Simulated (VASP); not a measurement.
A run of VASP 6.6.1:

POSCAR

```
Ag
1.0
    3.3175633235      0.0000000000      0.0000000000
    0.0000000000      3.3175633235      0.0000000000
    0.0000000000      0.0000000000      3.2391184764
Ag
2
Direct
    0.0000000000      0.0000000000      0.0000000000
    0.5000000000      0.5000000000      0.5000000000
```

File INCAR.step1:

```
SYSTEM = Ag
ALGO     = Normal         ! electronic algorithm
EDIFF    = 1E-4           ! SCF threshold, eV
ENCUT    = 520            ! plane-wave cutoff, eV
GGA      = PE             ! functional
ISMEAR   = 0              ! smearing method
LASPH    = .True.         ! aspherical terms in the spheres
LCHARG   = .False.        ! write CHGCAR
LREAL    = .False.        ! projectors in reciprocal space
LWAVE    = .True.         ! write WAVECAR
NBANDS   = 18             ! bands
NELM     = 60             ! most SCF steps
PREC     = Accurate       ! precision mode
SIGMA    = 0.1            ! smearing width, eV
```

INCAR.step2

```
SYSTEM = Ag
ALGO     = Normal         ! electronic algorithm
EDIFF    = 1E-6           ! SCF threshold, eV
ENCUT    = 520            ! plane-wave cutoff, eV
ISIF     = 2              ! what is computed and relaxed
ISMEAR   = 0              ! smearing method
ISTART   = 1            
LASPH    = .True.         ! aspherical terms in the spheres
LCHARG   = .False.        ! write CHGCAR
LMIXTAU  = .True.       
LREAL    = .False.        ! projectors in reciprocal space
LWAVE    = .False.        ! write WAVECAR
METAGGA  = R2SCAN         ! meta-GGA
NBANDS   = 18             ! bands
NELM     = 60             ! most SCF steps
PREC     = Accurate       ! precision mode
SIGMA    = 0.1            ! smearing width, eV
```

KPOINTS

```
k-points
0
Gamma
  16 16 16
  0 0 0
```

Potentials or basis: VASP PAW PBE potentials, release 64 (Ag).

The run is started by

```bash
$ cat potpaw_PBE.64/Ag/POTCAR > POTCAR
$ cp INCAR.step1 INCAR
$ mpirun -np 1 vasp_std > vasp.out
$ cp INCAR.step2 INCAR
$ mpirun -np 1 vasp_std > vasp.out
```

Hardware: 1 thread of Intel(R) Xeon(R) Platinum 8259CL CPU @ 2.50GHz (Skylake/Cascade Lake), on a shared host.

How long does it take, and how much memory?

It took 9.8 min on 1 thread of Intel(R) Xeon(R) Platinum 8259CL CPU @ 2.50GHz (Skylake/Cascade Lake), with other jobs on the host, peak memory 0.32 GiB. Counts: k points 405.
